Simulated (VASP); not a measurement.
# In2As3 (Pm-3m) in VASP: notebook

The runs below take In2As3 through single point, relaxation of cell and atoms, with PBE.

Program: VASP 6.6.1. These are calculated values, not measurements. Logs are shortened: lines on timing, memory, paths and dates and some standing lists are left out, and cuts for length are marked.

### 1 The cell of the first run

Symmetry: Pm-3m, No. 221, cubic system. The conventional cell has a = 4.219 Å, b = 4.219 Å, c = 4.219 Å, α = 90.00°, β = 90.00°, γ = 90.00°. Within 2.8 Å of In (site symmetry m-3m) lie 6 As at 2.11 Å. In (site symmetry m-3m) has 12 As at 2.98 Å and 8 In at 3.65 Å within 3.9 Å. As (site symmetry 4/mmm) has 2 In at 2.11 Å within 2.8 Å.

The cell was generated, and may not be a known phase.

### 2 Single point, PBE

INCAR

```
SYSTEM = In2As3
PREC = Accurate
ENCUT = 520
EDIFF = 1E-7
ISMEAR = 0
SIGMA = 0.1
LREAL = .FALSE.
LASPH = .TRUE.
NELM = 80
ALGO = Normal
ISIF = 2
LWAVE = .FALSE.
LCHARG = .FALSE.
GGA = PE
NBANDS = 28
```

KPOINTS

```
Automatic mesh
0
G
  4 4 4
  0 0 0
```

POSCAR

```
In2As3
1.0
    4.2194768400      0.0000000000      0.0000000000
    0.0000000000      4.2194768400      0.0000000000
    0.0000000000      0.0000000000      4.2194768400
In As
2 3
Direct
    0.5000000000      0.5000000000      0.5000000000
    0.0000000000      0.0000000000      0.0000000000
    0.0000000000      0.5000000000      0.5000000000
    0.5000000000      0.0000000000      0.5000000000
    0.5000000000      0.5000000000      0.0000000000
```

Potentials or basis: VASP PAW PBE potentials, release 64 (In_d, As).

Command:

```
$ cat potpaw_PBE.64/In_d/POTCAR potpaw_PBE.64/As/POTCAR > POTCAR
$ mpirun -np 1 vasp_std > vasp.out
```

OUTCAR:

```text
SYSTEM = In2As3
   PREC = Accurate
   ENCUT = 520
   EDIFF = 1E-7
   ISMEAR = 0
   LREAL = .FALSE.
   LASPH = .TRUE.
   NELM = 80
   ISIF = 2
   GGA = PE

 ion  position               nearest neighbor table
   1  0.500  0.500  0.500-   3 2.11   4 2.11   5 2.11   5 2.11   4 2.11   3 2.11   2 3.65   2 3.65
                             2 3.65   2 3.65   2 3.65   2 3.65   2 3.65   2 3.65
   2  0.000  0.000  0.000-   3 2.98   4 2.98   5 2.98   3 2.98   4 2.98   3 2.98   5 2.98   3 2.98
                             4 2.98   5 2.98   4 2.98   5 2.98   1 3.65   1 3.65   1 3.65   1 3.65
   3  0.000  0.500  0.500-   1 2.11   1 2.11   2 2.98   2 2.98   2 2.98   2 2.98
   4  0.500  0.000  0.500-   1 2.11   1 2.11   2 2.98   2 2.98   2 2.98   2 2.98
   5  0.500  0.500  0.000-   1 2.11   1 2.11   2 2.98   2 2.98   2 2.98   2 2.98

  LATTYP: Found a simple cubic cell.
 ALAT       =     4.2194768400

  Lattice vectors:

 A1 = (   4.2194768400,   0.0000000000,   0.0000000000)
 A2 = (   0.0000000000,   4.2194768400,   0.0000000000)
 A3 = (   0.0000000000,   0.0000000000,   4.2194768400)

Analysis of symmetry for initial positions (statically):
=====================================================================
 Subroutine PRICEL returns:
 Original cell was already a primitive cell.

 Routine SETGRP: Setting up the symmetry group for a
 simple cubic supercell.

 Subroutine GETGRP returns: Found 48 space group operations
 (whereof 48 operations were pure point group operations)
 out of a pool of 48 trial point group operations.

The static configuration has the point symmetry O_h .

Analysis of symmetry for dynamics (positions and initial velocities):
=====================================================================
 Subroutine PRICEL returns:
 Original cell was already a primitive cell.

 Routine SETGRP: Setting up the symmetry group for a
 simple cubic supercell.

 Subroutine GETGRP returns: Found 48 space group operations
 (whereof 48 operations were pure point group operations)
 out of a pool of 48 trial point group operations.

The dynamic configuration has the point symmetry O_h .

 Subroutine INISYM returns: Found 48 space group operations
 (whereof 48 operations are pure point group operations),
 and found     1 'primitive' translations

----------------------------------------------------------------------------------------

                                     Primitive cell

  volume of cell :      75.1235

  direct lattice vectors                    reciprocal lattice vectors
     4.219476840  0.000000000  0.000000000     0.236996205  0.000000000  0.000000000
     0.000000000  4.219476840  0.000000000     0.000000000  0.236996205  0.000000000
[... 83 lines left out ...]
   ISYM   =      2    0-nonsym 1-usesym 2-fastsym
   POTIM  = 0.5000    time-step for ionic-motion
   TEBEG  =    0.0;   TEEND  =   0.0 temperature during run
   PSTRESS=    0.0 pullay stress
   NELECT =      41.0000    total number of electrons
   NUPDOWN=      -1.0000    fix difference up-down
   EMIN   =  10.00;   EMAX   =-10.00  energy-range for DOS
   EFERMI =   0.00;   METHOD = LEGACY
   ISMEAR =     0;   SIGMA  =   0.10  broadening in eV -4-tet -1-fermi 0-gaus
   EFERMI_NEDOS =   21; number of points for ismear=-14 and -15
   IALGO  =     38    algorithm
   IMIX   =      4    mixing-type and parameters
     AMIX     =   0.40;   BMIX     =  1.00
     AMIX_MAG =   1.60;   BMIX_MAG =  1.00
  volume/ion in A,a.u.               =      15.02       101.39
  Fermi-wavevector in a.u.,A,eV,Ry     =   1.337861  2.528190 24.352671  1.789871
  Thomas-Fermi vector in A             =   2.466376
   LORBIT       =      0    0 simple, 1 ext, 2 COOP (PROOUT), +10 PAW based schemes
   GGA     = PE    functional components
   LHFCALC =     F    Hartree Fock is set to
   AEXX    =    0.0000 exact exchange contribution
   IVDW    =     0    specifies the selected vdW correction
   LEPSILON=     F    determine dielectric tensor
   LRPA    =     F    only Hartree local field effects (RPA)
 non-spin polarized calculation
 Gauss-broadening in eV      SIGMA  =   0.10
  energy-cutoff  :      520.00
  volume of cell :       75.12
 maximum number of plane-waves:      2048
 NGX is ok and might be reduce to    32
   NGX = 15   NGY = 15   NGZ = 15

 number of electron      41.0000030 magnetization

 Free energy of the ion-electron system (eV)
  ---------------------------------------------------
  ext. energy  EPLUGINS =         0.00000000
  ---------------------------------------------------
  free energy    TOTEN  =        -0.77763768 eV

  energy without entropy =       -0.77074965  energy(sigma->0) =       -0.77419367

 E-fermi :  11.7737     XC(G=0): -12.1996

 val. band max:       11.5697769823   @ k =   0.2500   0.0000   0.0000
 cond. band min:      11.7956564646   @ k =   0.2500   0.2500   0.2500
 fundamental gap:      0.2258794823
 Fermi energy:        11.7736679917

 k-point     1 :       0.0000    0.0000    0.0000
  band No.  band energies     occupation
      1      -6.9014      2.00000
      2      -6.9014      2.00000
      3      -5.7219      2.00000
      4      -5.5182      2.00000
      5      -5.5182      2.00000
      6      -5.5182      2.00000
[... 299 lines left out ...]
     27      20.5345      0.00000
     28      20.5350      0.00000

------------------------ aborting loop because EDIFF is reached ----------------------------------------

  FORCE on cell =-STRESS in cart. coord.  units (eV):
  Direction    XX          YY          ZZ          XY          YZ          ZX
  --------------------------------------------------------------------------------------
  -------------------------------------------------------------------------------------
  Total       57.4988632     57.4988632     57.4988632     -0.0000000      0.0000000      0.0000000
  in kB     1226.2923494   1226.2923494   1226.2923494     -0.0000000      0.0000000      0.0000000
  external PRESSURE =    1226.2923494 kB  Pullay stress =       0.0000000 kB

 VOLUME and BASIS-vectors are now :
 -----------------------------------------------------------------------------
  energy-cutoff  :      520.00
  volume of cell :       75.12
      direct lattice vectors                 reciprocal lattice vectors
     4.219476840  0.000000000  0.000000000     0.236996205  0.000000000  0.000000000
     0.000000000  4.219476840  0.000000000     0.000000000  0.236996205  0.000000000
     0.000000000  0.000000000  4.219476840     0.000000000  0.000000000  0.236996205

 POSITION                                       TOTAL-FORCE (eV/Angst)
 -----------------------------------------------------------------------------------
      2.10974      2.10974      2.10974         0.000000      0.000000      0.000000
      0.00000      0.00000      0.00000         0.000000      0.000000      0.000000
      0.00000      2.10974      2.10974         0.000000      0.000000      0.000000
      2.10974      0.00000      2.10974         0.000000      0.000000      0.000000
      2.10974      2.10974      0.00000         0.000000      0.000000      0.000000
 -----------------------------------------------------------------------------------
    total drift:                                0.000000     -0.000000     -0.000000

  FREE ENERGIE OF THE ION-ELECTRON SYSTEM (eV)
  ---------------------------------------------------
  free  energy   TOTEN  =        -0.7776376842 eV

  energy  without entropy=       -0.7707496496  energy(sigma->0) =       -0.77419367
```

Wall time 44 s (1 thread of Intel Xeon 8259CL, shared host); peak memory 0.18 GiB.

Results:

```
Free energy            : -0.7776 eV
Pressure               : 122.6 GPa
Band gap on the k mesh : zero (an odd number of electrons rules out a gap without spin polarisation)
```

Caveat: the k points lie up to 0.37 Å⁻¹ apart, too coarse for converged energies and pressures of a metal; spin-orbit coupling is left out, which moves the levels of the heavy elements.

### 3 Single point, PBE

This run uses another cell than the first one, of 29.70 Å³/atom.

INCAR

```
  PREC = Accurate
  ENCUT = 520
  EDIFF = 1E-7
  ISMEAR = 0
  SIGMA = 0.1
  LREAL = F
  LASPH = T
  NELM = 80
  ALGO = Normal
  ISIF = 2
  LWAVE = F
  LCHARG = F
  GGA = PE
  NBANDS = 28
```

KPOINTS

```
Automatic mesh
0
Gamma
  4 4 4
```

Edit POSCAR of step 2 so:

```diff
@@ -2,5 +2,5 @@
 1.0
-    4.2194768400      0.0000000000      0.0000000000
-    0.0000000000      4.2194768400      0.0000000000
-    0.0000000000      0.0000000000      4.2194768400
+    5.2953939780      0.0000000000      0.0000000000
+    0.0000000000      5.2953939780      0.0000000000
+    0.0000000000      0.0000000000      5.2953939780
 In As
```

Potentials or basis: VASP PAW PBE potentials, release 64 (In_d, As).

Command:

```
$ cat potpaw_PBE.64/In_d/POTCAR potpaw_PBE.64/As/POTCAR > POTCAR
$ mpirun -np 1 vasp_std > vasp.out
```

It took 77 s on 1 thread of Intel Xeon 8259CL, shared host; peak memory 0.25 GiB.

The run converged. Its results:

- Free energy: -15.4814 eV
- Pressure: 0.1 GPa
- Band gap on the k mesh: zero (an odd number of electrons rules out a gap without spin polarisation)

Levels at points of the mesh, in eV from the Fermi level:
```tsv
k point	band 16	band 17	band 18	band 19	band 20	band 21	band 22	band 23	band 24	band 25
(0.00, 0.00, 0.00)	-3.76	-3.50	-0.70	0.14	0.14	0.14	0.16	0.16	0.16	4.89
(0.50, 0.00, 0.00)	-3.33	-3.33	-0.93	-0.93	-0.42	0.25	0.41	0.41	1.90	3.84
(0.50, 0.50, 0.00)	-2.94	-1.28	-1.28	-0.54	-0.54	-0.47	1.01	1.56	2.39	3.66
(0.50, 0.50, 0.50)	-2.70	-2.70	-2.70	1.06	1.06	1.59	1.59	1.59	4.05	4.05
```

Caveat: spin-orbit coupling is left out, which moves the levels of the heavy elements.

[end of part 1 of 2]

The gap in the log of VASP goes by the Fermi energy; the results here count the filled bands.